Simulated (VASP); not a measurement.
Wanted: the native input for a VASP 6.6.1 run.

| Property | Result |
| --- | --- |
| Task | relaxation of cell and atoms |
| Functional | PBE |
| Potentials or basis | VASP PAW PBE potentials, release 64 (Mg, Mn_pv) |
| Cutoff | 600 eV |
| k mesh | 10 × 10 × 10 |
| Occupations | gaussian, width 0.1 eV |
| Spin | no spin polarisation |
| Dipole correction | no |
| Further INCAR settings | ALGO = Fast; EDIFF = 1e-06; IBRION = 2; EDIFFG = -0.01; NSW = 80; ISIF = 3 |

The structure of Mg3Mn lies in POSCAR:

```
Mg3Mn
1.0
    4.2975710000      0.0000000000      0.0000000000
    0.0000000000      4.2975710000      0.0000000000
    0.0000000000      0.0000000000      4.2975710000
Mg Mn
3 1
Direct
    0.5000000000      0.5000000000      0.0000000000
    0.5000000000      0.0000000000      0.5000000000
    0.0000000000      0.5000000000      0.5000000000
    0.0000000000      0.0000000000      0.0000000000
```

The input as run:

INCAR

```
SYSTEM = Mg3Mn
PREC = Accurate
ENCUT = 600
EDIFF = 1E-6
ISMEAR = 0
SIGMA = 0.1
LREAL = .FALSE.
LASPH = .TRUE.
NELM = 60
ALGO = Fast
ISIF = 3
LWAVE = .FALSE.
LCHARG = .FALSE.
GGA = PE
IBRION = 2
NSW = 80
EDIFFG = -0.01
```

KPOINTS

```
Automatic mesh
0
G
  10 10 10
  0 0 0
```

Potentials or basis: VASP PAW PBE potentials, release 64 (Mg, Mn_pv).

Launch:

```sh
$ cat potpaw_PBE.64/Mg/POTCAR potpaw_PBE.64/Mn_pv/POTCAR > POTCAR
$ mpirun -np 1 vasp_std > vasp.out
```

Results of the run:

* Relaxed volume: 17.79 Å³/atom
* Relaxed cell: a = 4.144 Å, b = 4.144 Å, c = 4.144 Å, α = 90.00°, β = 90.00°, γ = 90.00°
* Space group after relaxing (to 0.1 Å): Pm-3m (No. 221)
* Energy gained by relaxing: 39.2 meV/atom
* Ionic steps: 10
* Pressure after relaxing: 0.0 GPa
* Band gap on the k mesh: zero (an odd number of electrons rules out a gap without spin polarisation)

Caveat: the highest band is partly filled, so the run has too few bands; the run has no spin polarisation, though such a crystal can be magnetic.

Run time: 7.2 min on 1 thread of Intel(R) Xeon(R) Platinum 8488C (Sapphire Rapids) (shared host), peak memory 0.27 GiB.
